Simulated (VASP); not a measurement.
A run of VASP 6.6.1:

INCAR

```
PREC = Accurate
ENCUT = 520
EDIFF = 1E-6
ISMEAR = 0
SIGMA = 0.01
LREAL = F
LASPH = T
NELM = 100
ALGO = Normal
ISIF = 2
LWAVE = F
LCHARG = F
GGA = PE
NBANDS = 11
```

KPOINTS

```
regular mesh
0
Gamma
  6 6 6
```

The input POSCAR:

```
AlN
1.0
    0.0042746002      2.2104423304      2.2104110660
    2.1607362567     -0.0143284261      2.2288359908
    2.1605175920      2.2288819871     -0.0143501255
Al N
1 1
Direct
   -0.0049098554     -0.0129334988     -0.0013257780
    0.7504525509      0.7305684459      0.7423051046
```

Potentials or basis: VASP PAW PBE potentials, release 64 (Al, N).

Run with:

```sh
$ cat potpaw_PBE.64/Al/POTCAR potpaw_PBE.64/N/POTCAR > POTCAR
$ mpirun -np 1 vasp_std > vasp.out
```

Hardware: 1 thread of Intel(R) Xeon(R) Platinum 8488C (Sapphire Rapids), with other jobs on the host.

Problem. How long does it take, and how much memory?

Solution. Wall time 13 s on 1 thread of Intel(R) Xeon(R) Platinum 8488C (Sapphire Rapids), on a shared host, peak memory 0.14 GiB. Counts: scf iterations 12, k points 112.
